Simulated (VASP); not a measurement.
The system is Ru.

```
Ru
1.0
     0.00000    2.63517    2.63517
     2.63517    0.00000    2.63517
     2.63517    2.63517    0.00000
Ru
2
Direct
  0.12500 0.12500 0.12500
  0.87500 0.87500 0.87500
```

This isn't the form of Ru at room conditions, which is hcp.

| Item | Value |
| --- | --- |
| Program | VASP 6.6.1 |
| Task | relaxation of cell and atoms |
| Functional | r2SCAN |
| Potentials or basis | VASP PAW PBE potentials, release 64 (Ru_pv) |
| Cutoff | 600 eV |
| k mesh | 10 × 10 × 10 |
| Occupations | fermi-dirac, width 0.1 eV |
| Spin | no spin polarisation |

At the start: pressure 18.7 GPa; volume 18.30 Å³/atom.

Question: How do energy, volume and symmetry change on relaxing?

Answer: Over 17 steps the energy falls by 87.4 meV/atom and the volume is 19.92 Å³/atom (+8.9 %); space group Fd-3m (No. 227, to 0.1 Å) before and after.

Step by step:
```tsv
step	energy change (eV)	largest force (eV/Å)	pressure (GPa)	volume (Å³)
1	0.0000	0.0000	18.65	36.60
2	0.6205	0.0000	-22.49	49.08
3	-0.1737	0.0000	-1.17	40.12
4	-0.1747	0.0000	-0.15	39.89
5	-0.1747	0.0000	0.16	39.82
6	-0.1747	0.0000	0.17	39.82
7	-0.1747	0.0000	0.15	39.82
8	-0.1747	0.0000	0.14	39.82
9	-0.1747	0.0000	0.14	39.83
10	-0.1747	0.0000	0.15	39.83
11	-0.1747	0.0000	0.15	39.83
12	-0.1747	0.0000	0.15	39.83
13	-0.1747	0.0000	0.15	39.83
14	-0.1747	0.0000	0.15	39.83
15	-0.1747	0.0000	0.13	39.83
16	-0.1747	0.0000	0.11	39.84
17	-0.1747	0.0000	0.08	39.85
```

Final structure:
```
Ru
1.0
     0.00000    2.71098    2.71098
     2.71098    0.00000    2.71098
     2.71098    2.71098    0.00000
Ru
2
Direct
  0.12500 0.12500 0.12500
  0.87500 0.87500 0.87500
```

Caveat: the PAW data sets were made with another functional, which shifts forces and pressure a little.
